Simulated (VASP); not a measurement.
# Hg (P6_3/mmc) in VASP: single point with LDA

Aim: the single point of Hg with LDA.

Everything below comes from runs of VASP 6.6.1. Logs are shortened: lines on timing, memory, paths and dates and some standing lists are left out, and cuts for length are marked.

### 1 The cell of the first run

The structure is hexagonal, space group P6_3/mmc (No. 194). The conventional cell has a = 3.114 Å, b = 3.114 Å, c = 5.283 Å, α = 90.00°, β = 90.00°, γ = 120.00°. Hg (site symmetry -6m2) has 12 Hg at 3.11 to 3.20 Å within 4.1 Å.

### 2 Single point, LDA, non-collinear spin, zero start, spin-orbit coupling

INCAR reads:

```
SYSTEM = Hg
PREC     = Accurate       ! precision mode
ENCUT    = 520            ! plane-wave cutoff, eV
EDIFF    = 1E-6           ! SCF threshold, eV
ISMEAR   = -1             ! smearing method
SIGMA    = 0.1            ! smearing width, eV
LREAL    = .FALSE.        ! projectors in reciprocal space
LASPH    = .TRUE.         ! aspherical terms in the spheres
NELM     = 150            ! most SCF steps
ALGO     = Normal         ! electronic algorithm
ISIF     = 2              ! what is computed and relaxed
LWAVE    = .FALSE.        ! write WAVECAR
LCHARG   = .FALSE.        ! write CHGCAR
LNONCOLLINEAR= .TRUE.         ! non-collinear magnetism
MAGMOM   = 0 0 0 0 0 0    ! initial moments
LORBIT   = 11             ! projections on sites
LSORBIT  = .TRUE.         ! spin-orbit coupling
GGA_COMPAT= .FALSE.      
LORBMOM  = .TRUE.       
GGA      = CA             ! functional
NBANDS   = 36             ! bands
```

KPOINTS reads:

```
regular mesh
0
G
  12 12 6
  0 0 0
```

POSCAR reads:

```
Hg
1.0
    3.1143789863      0.0000000000      0.0000000000
   -1.5571894932      2.6971313192      0.0000000000
    0.0000000000      0.0000000000      5.2827171125
Hg
2
Direct
    0.3333333333      0.6666666667      0.2500000000
    0.6666666667      0.3333333333      0.7500000000
```

Potentials or basis: VASP PAW LDA potentials, release 64 (Hg).

Run with:

```
> cat potpaw_LDA.64/Hg/POTCAR > POTCAR
> mpirun -np 1 vasp_ncl > vasp.out
```

OUTCAR:

```text
SYSTEM = Hg
   PREC = Accurate
   ENCUT = 520
   EDIFF = 1E-6
   ISMEAR = -1
   LREAL = .FALSE.
   LASPH = .TRUE.
   NELM = 150
   ISIF = 2
   LNONCOLLINEAR = .TRUE.
   LORBIT = 11
   LSORBIT = .TRUE.
   GGA = CA

 ion  position               nearest neighbor table
   1  0.333  0.667  0.250-   2 3.20   2 3.20   2 3.20   2 3.20   2 3.20   2 3.20
   2  0.667  0.333  0.750-   1 3.20   1 3.20   1 3.20   1 3.20   1 3.20   1 3.20

  LATTYP: Found a hexagonal cell.
 ALAT       =     3.1143789863
 C/A-ratio  =     1.6962345096

  Lattice vectors:

 A1 = (   3.1143789863,   0.0000000000,   0.0000000000)
 A2 = (  -1.5571894932,   2.6971313192,   0.0000000000)
 A3 = (   0.0000000000,   0.0000000000,   5.2827171125)

Analysis of symmetry for initial positions (statically):
=====================================================================
 Subroutine PRICEL returns:
 Original cell was already a primitive cell.

 Routine SETGRP: Setting up the symmetry group for a
 hexagonal supercell.

 Subroutine GETGRP returns: Found 24 space group operations
 (whereof 12 operations were pure point group operations)
 out of a pool of 24 trial point group operations.

The static configuration has the point symmetry D_3d.
 The point group associated with its full space group is D_6h.

Analysis of symmetry for dynamics (positions and initial velocities):
=====================================================================
 Subroutine PRICEL returns:
 Original cell was already a primitive cell.

 Routine SETGRP: Setting up the symmetry group for a
 hexagonal supercell.

 Subroutine GETGRP returns: Found 24 space group operations
 (whereof 12 operations were pure point group operations)
 out of a pool of 24 trial point group operations.

The dynamic configuration has the point symmetry D_3d.
 The point group associated with its full space group is D_6h.

Analysis of structural, dynamic, and magnetic symmetry:
=====================================================================
 Subroutine PRICEL returns:
 Original cell was already a primitive cell.

 Routine SETGRP: Setting up the symmetry group for a
 hexagonal supercell.

 Subroutine GETGRP returns: Found 24 space group operations
 (whereof 12 operations were pure point group operations)
 out of a pool of 24 trial point group operations.

The overall configuration has the point symmetry D_3d.
 The point group associated with its full space group is D_6h.

 Subroutine INISYM returns: Found 24 space group operations
 (whereof 12 operations are pure point group operations),
 and found     1 'primitive' translations

----------------------------------------------------------------------------------------
[... 1113 lines left out ...]
    total drift:                                0.000000     -0.000000      0.000000

  FREE ENERGIE OF THE ION-ELECTRON SYSTEM (eV)
  ---------------------------------------------------
  free  energy   TOTEN  =        -2.4224735230 eV

  energy  without entropy=       -2.3971785446  energy(sigma->0) =       -2.40982603

 orbital moment (x)

 # of ion     p       d       tot
 ----------------------------------------
  1        -0.000  -0.000  -0.000
  2        -0.000   0.000   0.000
 ----------------------------------------
           -0.000  -0.000  -0.000

 orbital moment (y)

 # of ion     p       d       tot
 ----------------------------------------
  1         0.000   0.000   0.000
  2         0.000   0.000   0.000
 ----------------------------------------
            0.000   0.000   0.000

 orbital moment (z)

 # of ion     p       d       tot
 ----------------------------------------
  1         0.000   0.000   0.000
  2         0.000   0.000   0.000
 ----------------------------------------
            0.000   0.000   0.000

 Spin-Orbit-Coupling matrix elements

 Ion:    1  E_soc:     -0.5420712
 l=   1
     0.0000000    -0.0190076    -0.0197041
    -0.0190076     0.0000000    -0.0190076
    -0.0197041    -0.0190076     0.0000000
 l=   2
     0.0000000    -0.0142448     0.0000000    -0.0142448    -0.0572727
    -0.0142448     0.0000000    -0.0424529    -0.0141585    -0.0142448
     0.0000000    -0.0424529     0.0000000    -0.0424529     0.0000000
    -0.0142448    -0.0141585    -0.0424529     0.0000000    -0.0142448
    -0.0572727    -0.0142448     0.0000000    -0.0142448     0.0000000
 l=   3
     0.0000000     0.0000000     0.0000000     0.0000000     0.0000000     0.0000000     0.0000000
     0.0000000     0.0000000     0.0000000     0.0000000     0.0000000     0.0000000     0.0000000
     0.0000000     0.0000000     0.0000000     0.0000000     0.0000000     0.0000000     0.0000000
     0.0000000     0.0000000     0.0000000     0.0000000     0.0000000     0.0000000     0.0000000
     0.0000000     0.0000000     0.0000000     0.0000000     0.0000000     0.0000000     0.0000000
     0.0000000     0.0000000     0.0000000     0.0000000     0.0000000     0.0000000     0.0000000
     0.0000000     0.0000000     0.0000000     0.0000000     0.0000000     0.0000000     0.0000000

 Ion:    2  E_soc:     -0.5420712
 l=   1
     0.0000000    -0.0190076    -0.0197041
    -0.0190076     0.0000000    -0.0190076
    -0.0197041    -0.0190076     0.0000000
 l=   2
     0.0000000    -0.0142448     0.0000000    -0.0142448    -0.0572727
    -0.0142448     0.0000000    -0.0424529    -0.0141585    -0.0142448
     0.0000000    -0.0424529     0.0000000    -0.0424529     0.0000000
    -0.0142448    -0.0141585    -0.0424529     0.0000000    -0.0142448
    -0.0572727    -0.0142448     0.0000000    -0.0142448     0.0000000
 l=   3
     0.0000000     0.0000000     0.0000000     0.0000000     0.0000000     0.0000000     0.0000000
     0.0000000     0.0000000     0.0000000     0.0000000     0.0000000     0.0000000     0.0000000
     0.0000000     0.0000000     0.0000000     0.0000000     0.0000000     0.0000000     0.0000000
     0.0000000     0.0000000     0.0000000     0.0000000     0.0000000     0.0000000     0.0000000
     0.0000000     0.0000000     0.0000000     0.0000000     0.0000000     0.0000000     0.0000000
     0.0000000     0.0000000     0.0000000     0.0000000     0.0000000     0.0000000     0.0000000
     0.0000000     0.0000000     0.0000000     0.0000000     0.0000000     0.0000000     0.0000000

 total charge

# of ion       s       p       d       tot
------------------------------------------
    1        0.873   0.285   9.318  10.476
    2        0.873   0.285   9.318  10.476
--------------------------------------------------
tot          1.746   0.571  18.636  20.952

 magnetization (x)

# of ion       s       p       d       tot
------------------------------------------
    1        0.000   0.000   0.000   0.000
    2        0.000   0.000   0.000   0.000
--------------------------------------------------
tot          0.000   0.000   0.000   0.000

 magnetization (y)

# of ion       s       p       d       tot
------------------------------------------
    1        0.000   0.000   0.000   0.000
    2        0.000   0.000   0.000   0.000
--------------------------------------------------
tot          0.000   0.000   0.000   0.000

 magnetization (z)

# of ion       s       p       d       tot
------------------------------------------
    1        0.000   0.000   0.000   0.000
    2        0.000   0.000   0.000   0.000
--------------------------------------------------
tot          0.000   0.000   0.000   0.000
```

stdout:

```text
POSCAR found type information on POSCAR Hg
 POSCAR found :  1 types and       2 ions
 scaLAPACK will be used
 LDA part: xc-table for (Slater(with rela. corr.)+CA(PZ))
 , standard interpolation
 POSCAR, INCAR and KPOINTS ok, starting setup
 FFT: planning ... GRIDC
 FFT: planning ... GRID_SOFT
 FFT: planning ... GRID
 WAVECAR not read
 entering main loop
```

Run time: 4.1 min. Hardware: 1 thread of AMD EPYC 7R13, shared host; peak memory 0.28 GiB.

Results:

- Free energy: -2.4225 eV
- Pressure: -0.8 GPa
- Net moment: 0.00 μB per cell
- Valence electrons inside the program's atomic spheres: Hg 10.48

Moments on the atoms (μB; x, y, z):
```
Hg  0.00 0.00 0.00
Hg  0.00 0.00 0.00
```
